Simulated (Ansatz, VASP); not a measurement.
**CsBr: VASP beside Ansatz**

```xyz
2
Lattice="4.2402 0.0000 0.0000 0.0000 4.2402 0.0000 0.0000 0.0000 4.2402" Properties=species:S:1:pos:R:3 pbc="T T T"
Cs    0.0000    0.0000    0.0000
Br    2.1201    2.1201    2.1201
```

Alike in both runs: task single point; functional PBEsol; k mesh 6 × 6 × 6; no spin polarisation.

```csv
,VASP,Ansatz
version,VASP 6.6.1,Ansatz 0.2.0
potentials or method,"VASP PAW PBE potentials, release 64 (Cs_sv, Br)","PAW with Ansatz's default frozen-core files, scalar-relativistic"
plane-wave cutoff (eV),500,420
occupations,"gaussian, width 0.01 eV",fixed
valence electrons in the cell,16,16
```

|  | VASP | Ansatz | Ansatz less VASP |
| --- | --- | --- | --- |
| gap on the k mesh at the Fermi level (eV) | 4.44 | 4.45 | +0.010 |
| pressure (GPa) | 0.1 | 0.0 | -0.06 |

VASP's potentials were made for PBE, not for PBEsol.

Spin-orbit coupling is off throughout.
